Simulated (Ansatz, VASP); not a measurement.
**Two plane-wave programs on AlN**

File INCAR:

```
SYSTEM = AlN
PREC = Accurate
ENCUT = 520
EDIFF = 1E-6
ISMEAR = 0
SIGMA = 0.025
LREAL = .False.
LASPH = .True.
NELM = 60
ALGO = Normal
ISIF = 2
LWAVE = .False.
LCHARG = .True.
GGA = PE
LELF = .True.
LVHAR = .True.
NBANDS = 11
```

Contents of KPOINTS:

```
Automatic mesh
0
Gamma
  10 10 10
  0 0 0
```

Contents of POSCAR:

```
AlN
1.0
    0.0000000000      2.1839935596      2.1839935596
    2.1839935596      0.0000000000      2.1839935596
    2.1839935596      2.1839935596      0.0000000000
Al N
1 1
Direct
    0.0000000000      0.0000000000      0.0000000000
    0.2500000000      0.2500000000      0.2500000000
```

The input input.yaml:

```yaml
crystal:
  lattice:
    - [0.0, 2.1839935596, 2.1839935596]
    - [2.1839935596, 0.0, 2.1839935596]
    - [2.1839935596, 2.1839935596, 0.0]
  atoms:
    - { symbol: Al, position: [0.0, 0.0, 0.0] }
    - { symbol: "N", position: [0.25, 0.25, 0.25] }
hamiltonian:
  xc: pbe
  pseudopotentials: { kind: paw }
kpoints:
  mp_grid: { grid: [10, 10, 10] }
scf:
  occupations: { method: gaussian, width: 0.025 }
output:
  forces: true
  stress: true
  eigenvalues: true
  write_density: true
  write_potential: true
  elf: true
  volumetric_format: npy
```

Alike in both runs: task single point; functional PBE; k mesh 10 × 10 × 10; occupations gaussian, width 0.025 eV; no spin polarisation.

|  | VASP | Ansatz |
| --- | --- | --- |
| version | VASP 6.6.1 | Ansatz 0.2.0 |
| potentials or method | VASP PAW PBE potentials, release 64 (Al, N) | Ansatz PAW |
| plane-wave cutoff (eV) | 520 | 420 |
| valence electrons in the cell | 8 | 8 |

Ansatz gave:

* gap on the k mesh at the Fermi level (eV): 3.33
* least direct gap on the mesh (eV): 4.19
* pressure (GPa): 4.9

Question: Estimate VASP's values.

Answer: gap on the k mesh at the Fermi level (eV): 3.32; least direct gap on the mesh (eV): 4.20; pressure (GPa): 4.6.

With one functional, cell and mesh, what is left measures potentials, basis and numerics.
